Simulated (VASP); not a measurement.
# Na4Au (P-6m2) in VASP: a series of runs

Runs on Na4Au. Level: PBE. Tasks: single point, relaxation of cell and atoms.

Everything below comes from runs of VASP 6.6.1. Logs are shortened: lines on timing, memory, paths and dates and some standing lists are left out, and cuts for length are marked.

### Step 1. The cell of the first run

The structure is hexagonal, space group P-6m2 (No. 187). Conventional cell: a = 5.284 Å, b = 5.284 Å, c = 8.007 Å, α = 90.00°, β = 90.00°, γ = 120.00°. Na (site symmetry -6m2) has 3 Na at 3.05 Å within 4.0 Å. Na (site symmetry -6m2) has 5 Na at 2.86 to 3.05 Å within 3.8 Å. Within 3.0 Å of Na (site symmetry 3m) lie 2 Na at 2.29 to 2.86 Å. Au (site symmetry -6m2) has 8 Na at 3.26 to 4.00 Å within 4.3 Å.

### Step 2. Single point, PBE

File INCAR:

```
SYSTEM = Na4Au
ALGO = Normal
EDIFF = 1E-6
ENCUT = 520
GGA = PE
ISIF = 2
ISMEAR = 0
LASPH = .TRUE.
LCHARG = .FALSE.
LREAL = .FALSE.
LWAVE = .FALSE.
NBANDS = 28
NELM = 60
PREC = Accurate
SIGMA = 0.1
```

File KPOINTS:

```
k-points
0
G
  6 6 2
  0 0 0
```

File POSCAR:

```
Na4Au
1.0
    5.2838368900      0.0000000000      0.0000000000
   -2.6419184500      4.5759369800      0.0000000000
    0.0000000000      0.0000000000      8.0066272900
Na Au
4 1
Direct
    0.3333333300      0.6666666700      0.0000000000
    0.6666666700      0.3333333300      0.0000000000
    0.6666666700      0.3333333300      0.6428485300
    0.6666666700      0.3333333300      0.3571514700
    0.3333333300      0.6666666700      0.5000000000
```

Potentials or basis: VASP PAW PBE potentials, release 64 (Na_pv, Au).

Launch:

```sh
> cat potpaw_PBE.64/Na_pv/POTCAR potpaw_PBE.64/Au/POTCAR > POTCAR
> mpirun -np 1 vasp_std > vasp.out
```

OUTCAR:

```text
SYSTEM = Na4Au
   EDIFF = 1E-6
   ENCUT = 520
   GGA = PE
   ISIF = 2
   ISMEAR = 0
   LASPH = .TRUE.
   LREAL = .FALSE.
   NELM = 60
   PREC = Accurate

 ion  position               nearest neighbor table
   1  0.333  0.667  0.000-
   2  0.667  0.333  0.000-
   3  0.667  0.333  0.643-   4 2.29
   4  0.667  0.333  0.357-   3 2.29
   5  0.333  0.667  0.500-

  LATTYP: Found a hexagonal cell.
 ALAT       =     5.2838368900
 C/A-ratio  =     1.5153055359

  Lattice vectors:

 A1 = (   5.2838368900,   0.0000000000,   0.0000000000)
 A2 = (  -2.6419184500,   4.5759369800,   0.0000000000)
 A3 = (   0.0000000000,   0.0000000000,   8.0066272900)

Analysis of symmetry for initial positions (statically):
=====================================================================
 Subroutine PRICEL returns:
 Original cell was already a primitive cell.

 Routine SETGRP: Setting up the symmetry group for a
 hexagonal supercell.

 Subroutine GETGRP returns: Found 12 space group operations
 (whereof 12 operations were pure point group operations)
 out of a pool of 24 trial point group operations.

The static configuration has the point symmetry D_3h.

Analysis of symmetry for dynamics (positions and initial velocities):
=====================================================================
 Subroutine PRICEL returns:
 Original cell was already a primitive cell.

 Routine SETGRP: Setting up the symmetry group for a
 hexagonal supercell.

 Subroutine GETGRP returns: Found 12 space group operations
 (whereof 12 operations were pure point group operations)
 out of a pool of 24 trial point group operations.

The dynamic configuration has the point symmetry D_3h.

 Subroutine INISYM returns: Found 12 space group operations
 (whereof 12 operations are pure point group operations),
 and found     1 'primitive' translations

----------------------------------------------------------------------------------------

                                     Primitive cell

  volume of cell :     193.5883

  direct lattice vectors                    reciprocal lattice vectors
     5.283836890  0.000000000  0.000000000     0.189256410  0.109267239  0.000000000
    -2.641918450  4.575936980  0.000000000     0.000000000  0.218534478  0.000000000
     0.000000000  0.000000000  8.006627290     0.000000000  0.000000000  0.124896534
[... 71 lines left out ...]
   ISTART =      0    job   : 0-new  1-cont  2-samecut
   ICHARG =      2    charge: 1-file 2-atom 10-const
   ISPIN  =      1    spin polarized calculation?
   LNONCOLLINEAR =      F non collinear calculations
   LSORBIT =      F    spin-orbit coupling
   LASPH  =      T    aspherical Exc in radial PAW
   ENCUT  =  520.0 eV  38.22 Ry    6.18 a.u.   9.82  9.82 14.89*2*pi/ulx,y,z
   NELM   =     60;   NELMIN=  2; NELMDL= -5     # of ELM steps
   EDIFF  = 0.1E-05   stopping-criterion for ELM
   LREAL  =      F    real-space projection
[... 7 lines left out ...]
   TEBEG  =    0.0;   TEEND  =   0.0 temperature during run
   PSTRESS=    0.0 pullay stress
   NELECT =      39.0000    total number of electrons
   NUPDOWN=      -1.0000    fix difference up-down
   EMIN   =  10.00;   EMAX   =-10.00  energy-range for DOS
   EFERMI =   0.00;   METHOD = LEGACY
   ISMEAR =     0;   SIGMA  =   0.10  broadening in eV -4-tet -1-fermi 0-gaus
   EFERMI_NEDOS =   21; number of points for ismear=-14 and -15
   IALGO  =     38    algorithm
   IMIX   =      4    mixing-type and parameters
     AMIX     =   0.40;   BMIX     =  1.00
     AMIX_MAG =   1.60;   BMIX_MAG =  1.00
  volume/ion in A,a.u.               =      38.72       261.28
  Fermi-wavevector in a.u.,A,eV,Ry     =   0.959703  1.813575 12.531362  0.921029
  Thomas-Fermi vector in A             =   2.088922
   LORBIT       =      0    0 simple, 1 ext, 2 COOP (PROOUT), +10 PAW based schemes
   GGA     = PE    functional components
   LHFCALC =     F    Hartree Fock is set to
   AEXX    =    0.0000 exact exchange contribution
   IVDW    =     0    specifies the selected vdW correction
   LEPSILON=     F    determine dielectric tensor
   LRPA    =     F    only Hartree local field effects (RPA)
 non-spin polarized calculation
 Gauss-broadening in eV      SIGMA  =   0.10
  energy-cutoff  :      520.00
  volume of cell :      193.59
 maximum number of plane-waves:      5230
 NGX is ok and might be reduce to    40
   NGX = 19   NGY = 19   NGZ = 29

 number of electron      38.9999962 magnetization

 Free energy of the ion-electron system (eV)
  ---------------------------------------------------
  ext. energy  EPLUGINS =         0.00000000
  ---------------------------------------------------
  free energy    TOTEN  =        -6.80068659 eV

  energy without entropy =       -6.78505202  energy(sigma->0) =       -6.79286930

 E-fermi :   0.5771     XC(G=0):  -6.5493

 val. band max:        0.4952275986   @ k =   0.3333   0.3333   0.0000
 cond. band min:       0.6067276630   @ k =   0.1667   0.1667   0.0000
 fundamental gap:      0.1115000644
 Fermi energy:         0.5771414596

 k-point     1 :       0.0000    0.0000    0.0000
  band No.  band energies     occupation
      1     -25.4056      2.00000
      2     -25.1053      2.00000
      3     -25.0723      2.00000
      4     -25.0723      2.00000
      5     -24.9815      2.00000
      6     -24.9815      2.00000
[... 423 lines left out ...]
     27       5.2323      0.00000
     28       5.9912      0.00000

------------------------ aborting loop because EDIFF is reached ----------------------------------------

  FORCE on cell =-STRESS in cart. coord.  units (eV):
  Direction    XX          YY          ZZ          XY          YZ          ZX
  --------------------------------------------------------------------------------------
  -------------------------------------------------------------------------------------
  Total       -1.5841611     -1.5841611      4.3935355      0.0000000      0.0000000      0.0000000
  in kB      -13.1108505    -13.1108505     36.3618250      0.0000000      0.0000000      0.0000000
  external PRESSURE =       3.3800413 kB  Pullay stress =       0.0000000 kB

 VOLUME and BASIS-vectors are now :
 -----------------------------------------------------------------------------
  energy-cutoff  :      520.00
  volume of cell :      193.59
      direct lattice vectors                 reciprocal lattice vectors
     5.283836890  0.000000000  0.000000000     0.189256410  0.109267239  0.000000000
    -2.641918450  4.575936980  0.000000000     0.000000000  0.218534478  0.000000000
     0.000000000  0.000000000  8.006627290     0.000000000  0.000000000  0.124896534

 POSITION                                       TOTAL-FORCE (eV/Angst)
 -----------------------------------------------------------------------------------
     -0.00000      3.05062      0.00000        -0.000000      0.000000      0.000000
      2.64192      1.52531      0.00000         0.000000     -0.000000      0.000000
      2.64192      1.52531      5.14705        -0.000000     -0.000000      0.894900
      2.64192      1.52531      2.85958        -0.000000     -0.000000     -0.894900
     -0.00000      3.05062      4.00331        -0.000000     -0.000000      0.000000
 -----------------------------------------------------------------------------------
    total drift:                               -0.000004      0.000002     -0.000000

  FREE ENERGIE OF THE ION-ELECTRON SYSTEM (eV)
  ---------------------------------------------------
  free  energy   TOTEN  =        -6.8006865919 eV

  energy  without entropy=       -6.7850520168  energy(sigma->0) =       -6.79286930
```

Run time: 93 s. Hardware: 1 thread of Oxide Virtual Turin-like, shared host; peak memory 0.29 GiB.

Results:

```
Free energy   : -6.8007 eV
Pressure      : 0.3 GPa
Largest force : 0.895 eV/Å
```

Forces in eV/Å, atoms in the order of the input:
```
Na   0.000  0.000  0.000
Na   0.000  0.000  0.000
Na   0.000  0.000  0.895
Na   0.000  0.000 -0.895
Au   0.000  0.000  0.000
```

Stress tensor (GPa, compression positive):
```
-1.31  0.00  0.00
 0.00 -1.31  0.00
 0.00  0.00  3.64
```

Caveat: the k points lie up to 0.39 Å⁻¹ apart; spin-orbit coupling is left out, which moves the levels of the heavy elements.

### Step 3. Single point, PBE

This run uses another cell than the first one, of 39.26 Å³/atom, 1.014 times its volume.

File INCAR:

```
SYSTEM = Na4Au
PREC = Accurate ; ENCUT = 520
EDIFF = 1E-6 ; ISMEAR = 0
SIGMA = 0.1 ; LREAL = .False.
LASPH = .True. ; NELM = 60
ALGO = Normal ; ISIF = 2
LWAVE = .False. ; LCHARG = .False.
GGA = PE ; NBANDS = 28
```

File KPOINTS:

```
regular mesh
0
Gamma
  6 6 2
  0 0 0
```

File POSCAR:

```
Na4Au
1.0
    4.8154245614      0.0000000026      0.0000000000
   -2.4077122830      4.1702799989      0.0000000000
    0.0000000000      0.0000000000      9.7746858399
Na Au
4 1
Direct
    0.3333333333      0.6666666667      0.0000000000
    0.6666666667      0.3333333333      0.0000000000
    0.6666666667      0.3333333333      0.6588989928
    0.6666666667      0.3333333333      0.3411010072
    0.3333333333      0.6666666667      0.5000000000
```

Potentials or basis: VASP PAW PBE potentials, release 64 (Na_pv, Au).

Launch:

```sh
> cat potpaw_PBE.64/Na_pv/POTCAR potpaw_PBE.64/Au/POTCAR > POTCAR
> mpirun -np 1 vasp_std > vasp.out
```

Wall time 74 s (1 thread of Oxide Virtual Turin-like, shared host); peak memory 0.3 GiB.

The run converged. Its results:

* Free energy: -7.4712 eV
* Pressure: 0.0 GPa
* Largest force: 0.010 eV/Å

Forces in eV/Å, atoms in the order of the input:
```
Na   0.000  0.000  0.000
Na   0.000  0.000  0.000
Na   0.000  0.000 -0.010
Na   0.000  0.000  0.010
Au   0.000  0.000  0.000
```

Levels at points of the mesh, in eV from the Fermi level:
```tsv
k point	band 17	band 18	band 19	band 20	band 21	band 22
(0.00, 0.00, 0.00)	-3.33	-3.33	-2.41	-1.15	2.76	3.24
(0.50, 0.00, 0.00)	-3.28	-2.62	-0.94	-0.33	0.29	0.74
(0.00, 0.00, 0.50)	-3.33	-3.32	-2.84	0.07	0.60	4.54
(0.50, 0.00, 0.50)	-3.28	-2.60	-0.79	-0.47	-0.40	1.85
```

Caveat: spin-orbit coupling is left out, which moves the levels of the heavy elements.

### Step 4. Single point, PBE

This run uses another cell than the first one, of 39.46 Å³/atom, 1.019 times its volume.

File INCAR:

```
  PREC = Accurate
  ENCUT = 520
  EDIFF = 1E-7
  ISMEAR = 0
  SIGMA = 0.1
  LREAL = False
  LASPH = True
  NELM = 80
  ALGO = Fast
  ISIF = 2
  LWAVE = False
  LCHARG = False
  GGA = PE
  NBANDS = 28
```

File KPOINTS:

```
regular mesh
0
Gamma
  12 12 4
```

File POSCAR:

```
Na4Au
1.0
    4.7943839149      0.0000000000      0.0000000000
   -2.3971919575      4.1520582658      0.0000000000
    0.0000000000      0.0000000000      9.9124318383
Na Au
4 1
Direct
    0.3333333333      0.6666666667      0.0000000000
    0.6666666667      0.3333333333      0.0000000000
    0.6666666667      0.3333333333      0.6584782461
    0.6666666667      0.3333333333      0.3415217539
    0.3333333333      0.6666666667      0.5000000000
```

Launch:

```sh
> cat potpaw_PBE.64/Na_pv/POTCAR potpaw_PBE.64/Au/POTCAR > POTCAR
> mpirun -np 1 vasp_std > vasp.out
```

Run time: 7.1 min. Hardware: 1 thread of Oxide Virtual Turin-like, shared host; peak memory 0.44 GiB.

The run converged. Its results:

| Property | Result |
| --- | --- |
| Free energy | -7.4711 eV |
| Pressure | 0.0 GPa |

Levels at points of the mesh, in eV from the Fermi level:
| k point | band 17 | band 18 | band 19 | band 20 | band 21 | band 22 |
| --- | --- | --- | --- | --- | --- | --- |
| (0.00, 0.00, 0.00) | -3.31 | -3.31 | -2.36 | -1.12 | 2.67 | 3.15 |
| (0.50, 0.00, 0.00) | -3.26 | -2.58 | -0.85 | -0.25 | 0.32 | 0.79 |
| (0.00, 0.00, 0.50) | -3.31 | -3.30 | -2.76 | 0.06 | 0.56 | 4.63 |
| (0.50, 0.00, 0.50) | -3.26 | -2.57 | -0.69 | -0.38 | -0.36 | 1.87 |

Caveat: spin-orbit coupling is left out, which moves the levels of the heavy elements.

### Step 5. Relaxation of cell and atoms, PBE

File INCAR:

```
PREC = Accurate
ENCUT = 600
EDIFF = 1E-7
ISMEAR = 0
SIGMA = 0.1
LREAL = False
LASPH = True
NELM = 100
ALGO = Normal
ISIF = 3
LWAVE = False
LCHARG = False
GGA = PE
IBRION = 2
NSW = 90
EDIFFG = -0.04
```

File KPOINTS:

```
regular mesh
0
Gamma
  6 6 2
```

File POSCAR:

```
Na4Au
1.0
    5.2838368900      0.0000000000      0.0000000000
   -2.6419184500      4.5759369800      0.0000000000
    0.0000000000      0.0000000000      8.0066272900
Na Au
4 1
Direct
    0.3333333300      0.6666666700      0.0000000000
    0.6666666700      0.3333333300      0.0000000000
    0.6666666700      0.3333333300      0.6428485300
    0.6666666700      0.3333333300      0.3571514700
    0.3333333300      0.6666666700      0.5000000000
```

Launch:

```sh
> cat potpaw_PBE.64/Na_pv/POTCAR potpaw_PBE.64/Au/POTCAR > POTCAR
> mpirun -np 1 vasp_std > vasp.out
```

Wall time 7.9 min (1 thread of Oxide Virtual Turin-like, shared host); peak memory 0.34 GiB.

It converged, with:

| Property | Result |
| --- | --- |
| Free energy | -7.4676 eV |
| Relaxed volume | 39.19 Å³/atom |
| Relaxed cell | a = 4.812 Å, b = 4.812 Å, c = 9.770 Å, α = 90.00°, β = 90.00°, γ = 120.00° |
| Space group after relaxing (to 0.05 Å) | P-6m2 (No. 187) |
| Energy gained by relaxing | 133.4 meV/atom |
| Ionic steps | 10 |
| Pressure after relaxing | 0.0 GPa |
| Largest force after relaxing | 0.018 eV/Å |

Forces in eV/Å, atoms in the order of the input:
```
Na   0.000  0.000  0.000
Na   0.000  0.000  0.000
Na   0.000  0.000 -0.018
Na   0.000  0.000  0.018
Au   0.000  0.000  0.000
```

The path:
```tsv
step	energy change (eV)	largest force (eV/Å)	pressure (GPa)	volume (Å³)
1	0.0000	0.8952	0.35	193.59
2	-0.2639	0.4763	0.17	195.73
3	-0.5974	0.0629	-0.13	199.34
4	-0.6401	0.1827	-0.21	200.22
5	-0.6416	0.2084	-0.22	200.37
6	-0.6533	0.1710	-0.12	197.74
7	-0.6616	0.1003	0.07	193.43
8	-0.6616	0.0931	0.09	193.01
9	-0.6645	0.0646	0.06	194.09
10	-0.6670	0.0181	0.01	195.96
```

Final structure:
```cif
data_structure
_symmetry_space_group_name_H-M 'P 1'
_symmetry_Int_Tables_number 1
_cell_length_a 4.8125
_cell_length_b 4.8125
_cell_length_c 9.7700
_cell_angle_alpha 90.000
_cell_angle_beta 90.000
_cell_angle_gamma 120.000
_cell_volume 195.96
loop_
_atom_site_label
_atom_site_type_symbol
_atom_site_fract_x
_atom_site_fract_y
_atom_site_fract_z
_atom_site_occupancy
Na1 Na 0.33333 0.66667 0.00000 1
Na2 Na 0.66667 0.33333 0.00000 1
Na3 Na 0.66667 0.33333 0.65929 1
Na4 Na 0.66667 0.33333 0.34071 1
Au1 Au 0.33333 0.66667 0.50000 1
```

Levels at points of the mesh, in eV from the Fermi level:
| k point | band 16 | band 17 | band 18 | band 19 | band 20 | band 21 | band 22 | band 23 |
| --- | --- | --- | --- | --- | --- | --- | --- | --- |
| (0.00, 0.00, 0.00) | -3.39 | -3.33 | -3.33 | -2.41 | -1.15 | 2.76 | 3.25 | 4.38 |
| (0.50, 0.00, 0.00) | -3.30 | -3.28 | -2.62 | -0.94 | -0.33 | 0.29 | 0.73 | 1.38 |
| (0.00, 0.00, 0.50) | -3.33 | -3.33 | -3.32 | -2.84 | 0.06 | 0.60 | 4.55 | 4.55 |
| (0.50, 0.00, 0.50) | -3.30 | -3.28 | -2.60 | -0.79 | -0.47 | -0.40 | 1.85 | 2.35 |

Caveat: the k points lie up to 0.32 Å⁻¹ apart in the final cell; spin-orbit coupling is left out, which moves the levels of the heavy elements.

### Step 6. The runs side by side

```tsv
task	cell	k mesh	cutoff (eV)	gap on the mesh (eV)	pressure (GPa)	largest force (eV/Å)
single point	a = 5.284, b = 5.284, c = 8.007 Å, angles 90.0, 90.0, 120.0°, 5 atoms	6 × 6 × 2	520	none	0.3	0.89
single point	a = 4.815, b = 4.815, c = 9.775 Å, angles 90.0, 90.0, 120.0°, 5 atoms	6 × 6 × 2	520	none	0.0	0.01
single point	a = 4.794, b = 4.794, c = 9.912 Å, angles 90.0, 90.0, 120.0°, 5 atoms	12 × 12 × 4	520	none	0.0	-
relaxation of cell and atoms	relaxed from a = 5.284, b = 5.284, c = 8.007 Å, angles 90.0, 90.0, 120.0°, 5 atoms	6 × 6 × 2	600	none	0.0	0.02
```

Alike in all rows: level PBE; potentials or basis VASP PAW PBE potentials, release 64 (Na_pv, Au); no spin polarisation; smearing gaussian 0.1 eV.

Caveats: some runs use coarse meshes; spin-orbit coupling is left out, which moves the levels of the heavy elements.

Absolute energies hang on the potentials; compare differences alone.
